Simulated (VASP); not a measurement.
# S (P6_3/mmc) in VASP: further runs, part 2 of 2

VASP 6.6.1. Earlier steps stand in the parts before.

### 4 Relaxation of cell and atoms, PBE, target pressure 390 GPa, at which the enthalpy is minimised

This run uses another cell than the first one, of the same volume but with other edges.

File INCAR:

```
PREC = Accurate
ENCUT = 600
EDIFF = 1E-7
ISMEAR = -1
SIGMA = 0.05
LREAL = False
LASPH = True
NELM = 80
ALGO = Normal
ISIF = 3
LWAVE = False
LCHARG = False
GGA = PE
IBRION = 2
NSW = 60
EDIFFG = -0.005
PSTRESS = 3900.0
```

File KPOINTS:

```
regular mesh
0
Gamma
  20 20 11
```

File POSCAR:

```
S
1.0
    2.1095339747      0.0000000000      0.0000000000
   -1.0547669874      1.8269100122      0.0000000000
    0.0000000000      0.0000000000      3.4174450390
S
2
Direct
    0.3333333333      0.6666666667      0.2500000000
    0.6666666667      0.3333333333      0.7500000000
```

Potentials or basis: VASP PAW PBE potentials, release 64 (S).

The run is started by

```console
$ cat potpaw_PBE.64/S/POTCAR > POTCAR
$ mpirun -np 1 vasp_std > vasp.out
```

OUTCAR:

```text
PREC = Accurate
   ENCUT = 600
   EDIFF = 1E-7
   ISMEAR = -1
   LREAL = False
   LASPH = True
   NELM = 80
   ISIF = 3
   GGA = PE
   IBRION = 2
   NSW = 60
   EDIFFG = -0.005
   PSTRESS = 3900.0

 ion  position               nearest neighbor table
   1  0.333  0.667  0.250-   2 2.10   2 2.10   2 2.10   2 2.10   2 2.10   2 2.10
   2  0.667  0.333  0.750-   1 2.10   1 2.10   1 2.10   1 2.10   1 2.10   1 2.10

  LATTYP: Found a hexagonal cell.
 ALAT       =     2.1095339747
 C/A-ratio  =     1.6200000000

  Lattice vectors:

 A1 = (   2.1095339747,   0.0000000000,   0.0000000000)
 A2 = (  -1.0547669874,   1.8269100122,   0.0000000000)
 A3 = (   0.0000000000,   0.0000000000,   3.4174450390)

Analysis of symmetry for initial positions (statically):
=====================================================================
 Subroutine PRICEL returns:
 Original cell was already a primitive cell.

 Routine SETGRP: Setting up the symmetry group for a
 hexagonal supercell.

 Subroutine GETGRP returns: Found 24 space group operations
 (whereof 12 operations were pure point group operations)
 out of a pool of 24 trial point group operations.

The static configuration has the point symmetry D_3d.
[... 273 lines left out ...]

  enthalpy is  TOTEN    =        37.1923829578 eV   P V=       30.9772713543

[... ionic steps 4 to 7 ...]

--------------------------------------- Ionic step        8  -------------------------------------------

 number of electron      11.9999997 magnetization

------------------------ aborting loop because EDIFF is reached ----------------------------------------
[... 71 lines left out ...]
--------------------------------------- Ionic step       10  -------------------------------------------

 number of electron      11.9999997 magnetization

 Free energy of the ion-electron system (eV)
  ---------------------------------------------------
  ext. energy  EPLUGINS =         0.00000000
  ---------------------------------------------------
  free energy    TOTEN  =         5.30766784 eV

  energy without entropy =        5.31257326  energy(sigma->0) =        5.31012055

 E-fermi :  26.2947     XC(G=0): -15.6814

 val. band max:       26.2892498755   @ k =   0.2500   0.1500   0.3636
 cond. band min:      26.3002917150   @ k =   0.3000   0.1000   0.0000
 fundamental gap:      0.0110418395
 Fermi energy:        26.2947107024

 k-point     1 :       0.0000    0.0000    0.0000
  band No.  band energies     occupation
      1      -4.4815      2.00000
      2       8.5404      2.00000
      3      10.8228      2.00000
      4      28.5143      0.00000
      5      28.5143      0.00000
      6      31.7397      0.00000
      7      31.7397      0.00000
      8      37.1094      0.00000
      9      39.1267      0.00000
     10      41.5237      0.00000
[... 287 lines left out ...]
 k-point    24 :       0.2500    0.1000    0.0000
  band No.  band energies     occupation
      1      -0.7403      2.00000
      2      11.9839      2.00000
      3      13.5290      2.00000
      4      15.1291      2.00000
      5      19.5988      2.00000
      6      26.3049      0.89832
      7      28.4993      0.00000
      8      31.0892      0.00000
      9      32.8614      0.00000
     10      33.1510      0.00000

 [... further k-points ...]
[... 5 lines left out ...]
  --------------------------------------------------------------------------------------
  -------------------------------------------------------------------------------------
  Total       31.8085855     31.8085855     31.8084123     -0.0000000      0.0000000      0.0000000
  in kB     3899.9936105   3899.9936095   3899.9723681     -0.0000007      0.0000000      0.0000000
  external PRESSURE =      -0.0134706 kB  Pullay stress =    3900.0000000 kB
[... 21 lines left out ...]
  energy  without entropy=        5.3125732598  energy(sigma->0) =        5.31012055

  enthalpy is  TOTEN    =        37.1163054632 eV   P V=       31.8086376205

 reached required accuracy - stopping structural energy minimisation
```

OSZICAR:

```text
N       E                     dE             d eps       ncg     rms          rms(c)
DAV:   1     0.584449786906E+02    0.58445E+02   -0.76120E+03  5320   0.132E+03
DAV:   2     0.703287521423E+01   -0.51412E+02   -0.48279E+02  7530   0.201E+02
DAV:   3     0.523959668626E+01   -0.17933E+01   -0.17521E+01  6982   0.361E+01
DAV:   4     0.522495243995E+01   -0.14644E-01   -0.14585E-01  6684   0.263E+00
[... 77 lines left out ...]
       N       E                     dE             d eps       ncg     rms          rms(c)
DAV:   1     0.530766590584E+01   -0.69134E-02   -0.11463E-04  6248   0.885E-02    0.238E-02
DAV:   2     0.530766718928E+01    0.12834E-05   -0.26129E-06  5918   0.167E-02    0.143E-02
DAV:   3     0.530766776975E+01    0.58047E-06   -0.15053E-06  6040   0.101E-02    0.269E-03
DAV:   4     0.530766784275E+01    0.73000E-07   -0.33275E-08  2878   0.194E-03
  10 F= 0.37116305E+02 E0= 0.37118758E+02  d E =-.339360E-04
```

Wall time 79 s (1 thread of Intel Xeon 6975P-C (Granite Rapids), shared host); peak memory 0.16 GiB.

Results:

```yaml
Free_energy: 5.3077 eV
Relaxed_volume: 6.53 Å³/atom
Relaxed_cell: a = 2.199 Å, b = 2.199 Å, c = 3.120 Å, α = 90.00°, β = 90.00°, γ = 120.00°
Space_group_after_relaxing_to_0.05_Å: P6_3/mmc (No. 194)
Energy_change_on_relaxing_the_enthalpy_is_what_falls: +32.1 meV/atom
Ionic_steps: 10
Pressure_after_relaxing: 390.0 GPa
Band_gap_on_the_k_mesh: zero (band 6 reaches 32.75 eV, above the bottom of band 7 at 20.97 eV)
```

Step by step:
```
step  energy change (eV)  largest force (eV/Å)  pressure (GPa)  volume (Å³)
   1              0.0000                0.0000          381.05        13.17
   2              1.7291                0.0000          449.93        12.43
   3              0.9717                0.0000          420.93        12.73
   4              0.0905                0.0000          390.92        13.06
   5             -0.0626                0.0000          385.65        13.12
   6             -0.0440                0.0000          386.31        13.11
   7              0.0512                0.0000          389.51        13.07
   8              0.0417                0.0000          389.19        13.08
   9              0.0712                0.0000          390.25        13.06
  10              0.0643                0.0000          390.00        13.07
```

Final structure:
```cif
data_structure
_symmetry_space_group_name_H-M 'P 1'
_symmetry_Int_Tables_number 1
_cell_length_a 2.1990
_cell_length_b 2.1990
_cell_length_c 3.1204
_cell_angle_alpha 90.000
_cell_angle_beta 90.000
_cell_angle_gamma 120.000
_cell_volume 13.07
loop_
_atom_site_label
_atom_site_type_symbol
_atom_site_fract_x
_atom_site_fract_y
_atom_site_fract_z
_atom_site_occupancy
S1 S 0.33333 0.66667 0.25000 1
S2 S 0.66667 0.33333 0.75000 1
```

Caveat: the cell is relaxed towards a set pressure, so the enthalpy falls and the energy may rise.

### 5 Relaxation of cell and atoms, PBE, target pressure 390 GPa, at which the enthalpy is minimised

File INCAR:

```
ALGO = Normal ; EDIFF = 1E-6
EDIFFG = -0.005 ; ENCUT = 600
GGA = PE ; IBRION = 2
ISIF = 3 ; ISMEAR = -1
LASPH = T ; LCHARG = F
LREAL = F ; LWAVE = F
NELM = 80 ; NSW = 32
PREC = Accurate ; PSTRESS = 3900.0
SIGMA = 0.05
```

File KPOINTS:

```
k-points
0
Gamma
  20 20 11
```

File POSCAR:

```
S
1.0
    2.2023983371      0.0000000000      0.0000000000
   -1.1011991686      1.9073329092      0.0000000000
    0.0000000000      0.0000000000      3.1303381158
S
2
Direct
    0.3333333333      0.6666666667      0.2500000000
    0.6666666667      0.3333333333      0.7500000000
```

The run is started by

```console
$ cat potpaw_PBE.64/S/POTCAR > POTCAR
$ mpirun -np 1 vasp_std > vasp.out
```

It took 93 s on 1 thread of Intel Xeon Platinum 8259CL at 2.50GHz (Skylake/Cascade Lake), shared host; peak memory 0.15 GiB.

The run converged. Its results:

```yaml
Free_energy: 5.3098 eV
Relaxed_volume: 6.53 Å³/atom
Relaxed_cell: a = 2.199 Å, b = 2.199 Å, c = 3.120 Å, α = 90.00°, β = 90.00°, γ = 120.00°
Space_group_after_relaxing_to_0.05_Å: P6_3/mmc (No. 194)
Energy_change_on_relaxing_the_enthalpy_is_what_falls: +100.2 meV/atom
Ionic_steps: 5
Pressure_after_relaxing: 390.1 GPa
Band_gap_on_the_k_mesh: zero (band 6 reaches 32.75 eV, above the bottom of band 7 at 20.97 eV)
```

Stress tensor (GPa, compression positive):
```
390.10   0.00   0.00
  0.00 390.10   0.00
  0.00   0.00 389.97
```

The path:
```csv
step,energy change (eV),largest force (eV/Å),pressure (GPa),volume (Å³)
1,0.0000,0.0000,383.08,13.15
2,1.3515,0.0000,431.19,12.62
3,0.1961,0.0000,389.93,13.07
4,0.2000,0.0000,390.05,13.07
5,0.2004,0.0000,390.06,13.07
```

Final structure:
```xyz
2
Lattice="2.1989 0.0000 0.0000 -1.0995 1.9043 0.0000 0.0000 0.0000 3.1204" Properties=species:S:1:pos:R:3 pbc="T T T"
S     0.0000    1.2695    0.7801
S     1.0995    0.6348    2.3403
```

Levels at points of the mesh, in eV from the Fermi level:
| k point | band 3 | band 4 | band 5 | band 6 | band 7 | band 8 | band 9 | band 10 |
| --- | --- | --- | --- | --- | --- | --- | --- | --- |
| (0.00, 0.00, 0.00) | -15.47 | 2.22 | 2.22 | 5.45 | 5.45 | 10.82 | 12.83 | 14.81 |
| (0.50, 0.00, 0.00) | -10.12 | -7.21 | -6.61 | -5.95 | -4.81 | -0.13 | 7.53 | 8.32 |

Caveat: the cell is relaxed towards a set pressure, so the enthalpy falls and the energy may rise.

### 6 Summary

```tsv
task	cell	cutoff (eV)	gap on the mesh (eV)	pressure (GPa)
single point	a = 2.202, b = 2.202, c = 3.130 Å, angles 90.0, 90.0, 120.0°, 2 atoms	520	none	383.0
single point	a = 2.203, b = 2.203, c = 3.131 Å, angles 90.0, 90.0, 120.0°, 2 atoms	520	none	381.9
relaxation of cell and atoms	relaxed to 390 GPa from a = 2.110, b = 2.110, c = 3.417 Å, angles 90.0, 90.0, 120.0°, 2 atoms	600	none	390.0
relaxation of cell and atoms	relaxed to 390 GPa from a = 2.202, b = 2.202, c = 3.130 Å, angles 90.0, 90.0, 120.0°, 2 atoms	600	none	390.1
```

Alike in all rows: level PBE; potentials or basis VASP PAW PBE potentials, release 64 (S); no spin polarisation; k mesh 20 × 20 × 11; smearing fermi-dirac 0.05 eV.

Caveats: the cell is relaxed towards a set pressure, so the enthalpy falls and the energy may rise (some runs).

Absolute energies hang on the potentials; compare differences alone.
